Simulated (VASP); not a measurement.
A run of VASP 6.6.1 is set up as follows.

The input INCAR:

```
SYSTEM = W
PREC = Accurate ; ENCUT = 520
EDIFF = 1E-6 ; ISMEAR = -1
SIGMA = 0.08 ; LREAL = .FALSE.
LASPH = .TRUE. ; NELM = 100
ALGO = Normal ; ISIF = 2
LWAVE = .FALSE. ; LCHARG = .FALSE.
GGA = PE ; NBANDS = 51
```

The input KPOINTS:

```
regular mesh
0
G
  9 9 1
  0 0 0
```

File POSCAR:

```
W
1.0
    4.5020337152      0.0000000000      0.0000000000
   -2.2510168576      3.8988755660      0.0000000000
    0.0000000000      0.0000000000     20.5949000000
W
6
Direct
    0.1666666667      0.3333333333      0.4048309319
    0.5000000000      1.0000000000      0.4381235822
    0.8333333333      0.6666666667      0.4708326069
    0.1666666667      0.3333333333      0.5291675911
    0.5000000000      1.0000000000      0.5618760486
    0.8333333333      0.6666666667      0.5951692389
```

Potentials or basis: VASP PAW PBE potentials, release 64 (W_sv).

Launch:

```sh
$ cat potpaw_PBE.64/W_sv/POTCAR > POTCAR
$ mpirun -np 1 vasp_std > vasp.out
```

(1) What does it give for the band gap on the k mesh?

(2) Estimate the largest force.

Results:

(1) zero (bands 42 and 43 overlap by 0.34 eV).

(2) 0.046 eV/Å.

Caveat: there is no dipole correction, which matters where the two faces differ; spin-orbit coupling is left out, which moves the levels of the heavy elements.
